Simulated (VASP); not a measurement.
Crystal: ZnSe.

```
Zn Se
1.0
     3.94908    0.00000    0.00000
     0.00000    3.94908    0.00000
     0.00000    0.00000    4.58161
Zn Se
1 1
Direct
  0.50000 0.50000 0.50000
  0.50000 0.50000 0.00000
```

* Program: VASP 6.6.1
* Task: relaxation of cell and atoms
* Functional: PBE
* Potentials or basis: VASP PAW PBE potentials, release 64 (Zn, Se)
* Cutoff: 600 eV
* k mesh: 14 × 14 × 12
* Occupations: gaussian, width 0.1 eV
* Spin: no spin polarisation

At the start: pressure -0.2 GPa; volume 35.73 Å³/atom.

Task: Where does the relaxation end?

Result: Over 20 steps the energy falls by 63.3 meV/atom and the volume is 57.56 Å³/atom (+61.1 %); space group P4/mmm (No. 123, to 0.05 Å).

The path:
```
step  energy change (eV)  largest force (eV/Å)  pressure (GPa)  volume (Å³)
   1              0.0000                0.0000           -0.17        71.45
   2             -0.0090                0.0000            0.85        71.04
   3             -0.0090                0.0000            0.82        71.05
   4             -0.0185                0.0000            0.82        72.70
   5             -0.0455                0.0000            0.88        77.72
   6             -0.0753                0.0000            1.69        88.05
   7             -0.0784                0.0000            1.56        88.74
   8             -0.0872                0.0000            1.40        90.84
   9             -0.1016                0.0000            1.03        95.11
  10             -0.1195                0.0000            0.44       103.98
  11             -0.1250                0.0000           -0.31       123.05
  12             -0.1262                0.0000           -0.18       118.41
  13             -0.1257                0.0000            0.07       111.38
  14             -0.1264                0.0000           -0.05       114.69
  15             -0.1264                0.0000           -0.09       115.26
  16             -0.1265                0.0000           -0.01       115.15
  17             -0.1265                0.0000            0.02       115.11
  18             -0.1265                0.0000            0.02       115.10
  19             -0.1265                0.0000            0.03       115.10
  20             -0.1265                0.0000            0.01       115.13
```

Final structure:
```
CELL_PARAMETERS angstrom
5.10775 0.00000 0.00000
0.00000 5.10775 0.00000
0.00000 0.00000 4.41286
ATOMIC_POSITIONS crystal
Zn 0.50000 0.50000 0.50000
Se 0.50000 0.50000 0.00000
```

Caveat: the volume moved by over 15 % at a fixed basis, so the end points are rough.
